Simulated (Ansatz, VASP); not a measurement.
# Two plane-wave programs on Pt

The input INCAR:

```
PREC = Accurate ; ENCUT = 520
EDIFF = 1E-6 ; ISMEAR = -1
SIGMA = 0.08 ; LREAL = F
LASPH = T ; NELM = 100
ALGO = Normal ; ISIF = 2
LWAVE = F ; LCHARG = F
GGA = PE ; NBANDS = 39
```

KPOINTS

```
Automatic mesh
0
Gamma
  13 13 1
```

File POSCAR:

```
Pt
1.0
    2.8080030017      0.0000000000      0.0000000000
   -1.4040015008      2.4318019334      0.0000000000
    0.0000000000      0.0000000000     27.4636000000
Pt
6
Direct
    0.1666666667      0.3333333333      0.2911533011
    0.5000000000      1.0000000000      0.3754613679
    0.8333333333      0.6666666667      0.4585441484
    0.1666666667      0.3333333333      0.5414558526
    0.5000000000      1.0000000000      0.6245386315
    0.8333333333      0.6666666667      0.7088466978
```

Input for Ansatz:

```yaml
crystal:
  lattice:
    - [2.8080030017, 0.0, 0.0]
    - [-1.4040015008, 2.4318019334, 0.0]
    - [0.0, 0.0, 27.4636]
  atoms:
    - { symbol: Pt, position: [0.1666666667, 0.3333333333, 0.2911533011] }
    - { symbol: Pt, position: [0.5, 1.0, 0.3754613679] }
    - { symbol: Pt, position: [0.8333333333, 0.6666666667, 0.4585441484] }
    - { symbol: Pt, position: [0.1666666667, 0.3333333333, 0.5414558526] }
    - { symbol: Pt, position: [0.5, 1.0, 0.6245386315] }
    - { symbol: Pt, position: [0.8333333333, 0.6666666667, 0.7088466978] }
kpoints:
  mp_grid: { grid: [13, 13, 1] }
scf:
  occupations: { method: fermi_dirac, width: 0.08 }
hamiltonian:
  xc: pbe
  pseudopotentials: { kind: paw }
output:
  forces: true
  stress: true
  eigenvalues: true
  core_levels:
    shells: { Pt: ["4f"] }
    counted_from: fermi_level
    add_spin: false
  write_density: true
  write_potential: true
  elf: true
  volumetric_format: npy
```

Alike in both runs: task single point; functional PBE; k mesh 13 × 13 × 1; occupations fermi-dirac, width 0.08 eV; no spin polarisation.

```csv
,VASP,Ansatz
version,VASP 6.6.1,Ansatz 0.2.0
potentials or method,"VASP PAW PBE potentials, release 64 (Pt)","PAW with Ansatz's default frozen-core files, scalar-relativistic"
plane-wave cutoff (eV),520,420
valence electrons in the cell,60,108
```

VASP gave:

```
rms of the force components (eV/Å) : 0.005
```

Estimate Ansatz's values.

rms of the force components (eV/Å): 0.003.

Atom by atom the forces differ by 0.007 eV/Å (rms over components). VASP's potentials hold 60 valence electrons a cell and Ansatz's 108, so a difference there can come from the potentials and not from the codes.

Spin-orbit coupling is off throughout.
